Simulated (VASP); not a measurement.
Here is a VASP 6.6.1 calculation.

The input INCAR:

```
  PREC = Accurate
  ENCUT = 520
  EDIFF = 1E-6
  ISMEAR = -1
  SIGMA = 0.05
  LREAL = F
  LASPH = T
  NELM = 100
  ALGO = Normal
  ISIF = 2
  LWAVE = F
  LCHARG = T
  GGA = PE
  LELF = T
  LVHAR = T
  NBANDS = 12
```

KPOINTS

```
regular mesh
0
Gamma
  11 11 11
```

File POSCAR:

```
Ti
1.0
   -1.6625945817      1.6625945817      1.6625945817
    1.6625945817     -1.6625945817      1.6625945817
    1.6625945817      1.6625945817     -1.6625945817
Ti
1
Direct
    0.0000000000      0.0000000000      0.0000000000
```

Potentials or basis: VASP PAW PBE potentials, release 64 (Ti_sv).

Command:

```bash
$ cat potpaw_PBE.64/Ti_sv/POTCAR > POTCAR
$ mpirun -np 1 vasp_std > vasp.out
```

Task: What does it give for the band gap on the k mesh?

Result: Zero (band 6 reaches 8.46 eV, above the bottom of band 7 at 6.96 eV).

Task: Estimate the pressure.

Result: -6.2 GPa.
